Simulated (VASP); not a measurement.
Input of a VASP 6.6.1 run:

The input POSCAR:

```
Ru
1.0
    2.7058000000      0.0000000000      0.0000000000
   -1.3529000000      2.3432915376      0.0000000000
    0.0000000000      0.0000000000      4.2819000000
Ru
2
Direct
    0.6666666667      0.3333333333      0.7500000000
    0.3333333333      0.6666666667      0.2500000000
```

File INCAR.step1:

```
SYSTEM = Ru
ALGO = Normal
EDIFF = 1E-5
ENCUT = 620
GGA = PE
GGA_COMPAT = .FALSE.
ISMEAR = -5
LASPH = .TRUE.
LCHARG = .FALSE.
LREAL = .FALSE.
LWAVE = .TRUE.
NBANDS = 23
NELM = 120
PREC = Accurate
SIGMA = 0.1
```

Contents of INCAR.step2:

```
SYSTEM = Ru
ALGO = Normal
EDIFF = 1E-6
ENCUT = 620
GGA_COMPAT = .FALSE.
ISIF = 2
ISMEAR = -5
ISTART = 1
LASPH = .TRUE.
LCHARG = .FALSE.
LMIXTAU = .TRUE.
LREAL = .FALSE.
LWAVE = .FALSE.
METAGGA = R2SCAN
NBANDS = 23
NELM = 120
PREC = Accurate
SIGMA = 0.1
```

Contents of KPOINTS:

```
k-points
0
G
  11 11 6
  0 0 0
```

Potentials or basis: VASP PAW PBE potentials, release 64 (Ru_sv).

Command:

```console
$ cat potpaw_PBE.64/Ru_sv/POTCAR > POTCAR
$ cp INCAR.step1 INCAR
$ mpirun -np 1 vasp_std > vasp.out
$ cp INCAR.step2 INCAR
$ mpirun -np 1 vasp_std > vasp.out
```

(1) Estimate the band gap on the k mesh.

(2) Predict the pressure.

Answers

(1) zero (bands 16 and 17 overlap by 3.20 eV).

(2) -2.0 GPa.

Caveat: the PAW data sets were made with another functional, which shifts forces and pressure a little; tetrahedron occupations give inexact forces and stress in metals.
